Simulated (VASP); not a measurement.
Wanted: the native input for a VASP 6.6.1 run.

| Quantity | Value |
| --- | --- |
| Task | single point |
| Functional | PBE |
| Potentials or basis | VASP PAW PBE potentials, release 64 (Au) |
| Cutoff | 520 eV |
| k mesh | 20 × 20 × 20 |
| Occupations | gaussian, width 0.15 eV |
| Spin | no spin polarisation |
| Dipole correction | no |
| Further INCAR settings | ALGO = Normal; EDIFF = 1e-07; NBANDS = 12 |

The structure of Au lies in POSCAR:

```
Au
1.0
    0.0000000000      1.9841350000      2.0148175000
    1.9841350000      0.0000000000      2.0148175000
    1.9841350000      1.9841350000      0.0000000000
Au
1
Direct
    0.0000000000      0.0000000000      0.0000000000
```

This cell differs from its parent crystal: strain -0.030 along x and y, -0.015 along z.

One way to write it, as run:

INCAR

```
SYSTEM = Au
ALGO = Normal
EDIFF = 1E-7
ENCUT = 520
GGA = PE
ISIF = 2
ISMEAR = 0
LASPH = .TRUE.
LCHARG = .FALSE.
LREAL = .FALSE.
LWAVE = .FALSE.
NBANDS = 12
NELM = 60
PREC = Accurate
SIGMA = 0.15
```

KPOINTS

```
k-points
0
G
  20 20 20
  0 0 0
```

Potentials or basis: VASP PAW PBE potentials, release 64 (Au).

The run is started by

```sh
$ cat potpaw_PBE.64/Au/POTCAR > POTCAR
$ mpirun -np 1 vasp_std > vasp.out
```

Results of the run:

- Pressure: 24.8 GPa
- Band gap on the k mesh: zero (an odd number of electrons rules out a gap without spin polarisation)

Caveat: the cell differs from its parent crystal (strain -0.030 along x and y, -0.015 along z); the cell stands under pressure; spin-orbit coupling is left out, which moves the levels of the heavy elements.

Run time: 4.2 min on 1 thread of Intel Xeon 8259CL (shared host), peak memory 0.24 GiB.
